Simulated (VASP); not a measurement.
GaN: single point with r2SCAN

GaN:

```
Ga N
1.0
     2.20397    2.20397    0.00000
    -2.20397    2.20397    0.00000
     0.00000    2.20397    2.29584
Ga N
1 1
Direct
  0.00000 0.00000 0.00000
  0.25000 0.75000 0.50000
```

This cell differs from its parent crystal: in-plane strain -0.02, then relaxed in part.

- Program: VASP 6.6.1
- Task: single point
- Functional: r2SCAN
- Potentials or basis: VASP PAW PBE potentials, release 64 (Ga_d, N)
- Cutoff: 520 eV
- k mesh: 10 × 10 × 10
- Occupations: gaussian, width 0.01 eV
- Spin: no spin polarisation
- Dipole correction: no
- Further INCAR settings: ALGO = Normal; EDIFF = 1e-06; NBANDS = 16

```yaml
Pressure: 5.1 GPa
Band_gap_on_the_k_mesh: 2.22 eV, direct
```

Stress tensor (GPa, compression positive):
```
6.99 0.00 0.00
0.00 6.99 0.00
0.00 0.00 1.25
```

Levels at points of the mesh, in eV from the valence-band top:
```csv
k point,band 5,band 6,band 7,band 8,band 9,band 10,band 11,band 12,band 13,band 14
"(0.00, 0.00, 0.00)",-13.55,-13.55,-0.21,0.00,0.00,2.22,11.07,11.07,11.20,18.86
"(0.50, 0.00, 0.00)",-13.48,-12.41,-7.39,-1.26,-0.93,5.23,9.52,10.82,11.40,16.63
"(0.50, 0.50, 0.00)",-13.46,-11.97,-6.24,-3.06,-3.03,3.62,7.10,12.91,14.56,15.60
"(0.00, 0.00, 0.50)",-13.47,-12.18,-6.70,-2.72,-2.72,3.91,7.79,12.30,15.31,15.31
```

It took 71 s on 1 thread of Intel Xeon 6975P-C, with other jobs on the host, peak memory 0.17 GiB.

Caveat: the cell differs from its parent crystal (in-plane strain -0.02, then relaxed in part); the PAW data sets were made with another functional, which shifts forces and pressure a little.
